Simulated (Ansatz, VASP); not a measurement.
**One calculation of WSe2, two programs**

Contents of INCAR:

```
PREC = Accurate
ENCUT = 520
EDIFF = 1E-6
ISMEAR = 0
SIGMA = 0.05
LREAL = False
LASPH = True
NELM = 60
ALGO = Normal
ISIF = 2
LWAVE = False
LCHARG = False
LDIPOL = True
IDIPOL = 3
DIPOL = 0.5 0.5 0.393
GGA = PE
IVDW = 12
NBANDS = 35
```

Contents of KPOINTS:

```
Automatic mesh
0
Gamma
  9 9 1
```

POSCAR

```
WSe2
1.0
    3.2854929709      0.0000000000      0.0000000000
   -1.6427464855      2.8453203767      0.0000000000
    0.0000000000      0.0000000000     24.2386466774
Se W
4 2
Direct
    0.3333333333      0.6666666667      0.1856539294
    0.3333333333      0.6666666667      0.3246601777
    1.0000000000      0.0000000000      0.4620440855
    1.0000000000      0.0000000000      0.6010503338
    0.6666666667      0.3333333333      0.2551570536
    1.3333333333     -0.3333333333      0.5315472097
```

Input for Ansatz:

```yaml
crystal:
  lattice:
    - [3.2854929709, 0.0, 0.0]
    - [-1.6427464855, 2.8453203767, 0.0]
    - [0.0, 0.0, 24.2386466774]
  atoms:
    - { symbol: Se, position: [0.3333333333, 0.6666666667, 0.1856539294] }
    - { symbol: W, position: [0.6666666667, 0.3333333333, 0.2551570536] }
    - { symbol: Se, position: [0.3333333333, 0.6666666667, 0.3246601777] }
    - { symbol: Se, position: [1.0, 0.0, 0.4620440855] }
    - { symbol: W, position: [1.3333333333, -0.3333333333, 0.5315472097] }
    - { symbol: Se, position: [1.0, 0.0, 0.6010503338] }
basis:
  ecutwfc: 420
kpoints:
  mp_grid: { grid: [9, 9, 1] }
hamiltonian:
  xc: pbe
  pseudopotentials: { kind: paw, azcp: { folder: soft_1 } }
  dispersion: d3bj
scf:
  occupations: { method: gaussian, width: 0.05 }
output:
  forces: true
  eigenvalues: true
efield:
  axis: 3
  dipole_correction: true
  ramp_width: 0.04
```

Alike in both runs: task single point; functional PBE; dispersion D3(BJ); k mesh 9 × 9 × 1; occupations gaussian, width 0.05 eV; no spin polarisation.

|  | VASP | Ansatz |
| --- | --- | --- |
| version | VASP 6.6.1 | Ansatz 0.2.0 |
| potentials or method | VASP PAW PBE potentials, release 64 (Se, W_sv), cutoff 520 eV | scalar-relativistic, plane waves, PAW |
| valence electrons in the cell | 52 | 92 |

|  | VASP | Ansatz | Ansatz less VASP |
| --- | --- | --- | --- |
| gap on the k mesh at the Fermi level (eV) | 1.54 | 1.54 | -0.002 |
| least direct gap on the mesh (eV) | 1.63 | 1.63 | +0.003 |
| rms of the force components (eV/Å) | 0.039 | 0.023 | -0.0156 |

VASP's potentials hold 52 valence electrons a cell and Ansatz's 92, so a difference there can come from the potentials and not from the codes.

Spin-orbit coupling is off throughout.
